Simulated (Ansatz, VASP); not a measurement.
**W: VASP beside Ansatz**

```
W
1.0
     3.18342    0.00000    0.00000
     0.00000    3.18342    0.00000
     0.00000    0.00000   20.77510
W
4
Direct
  0.25000 0.25000 0.39291
  0.75000 0.75000 0.45809
  0.25000 0.25000 0.54191
  0.75000 0.75000 0.60709
```

Alike in both runs: functional PBE; k mesh 11 × 11 × 1; occupations fermi-dirac, width 0.08 eV; no spin polarisation.

Ansatz relaxed the structure, and its values are those at the end. VASP's run is a single point on that final structure, the one shown.

|  | VASP | Ansatz |
| --- | --- | --- |
| version | VASP 6.6.1 | Ansatz 0.2.0 |
| potentials or method | VASP PAW PBE potentials, release 64 (W_sv), cutoff 520 eV | all-electron LAPW, scalar-relativistic |

Ansatz gave:

| Property | Result |
| --- | --- |
| rms of the force components (eV/Å) | 0.001 |

Task: Which values does VASP return?

Result: rms of the force components (eV/Å): 0.017.

Ansatz ran all-electron here, and VASP with PAW potentials.

Neither program's run includes spin-orbit coupling.
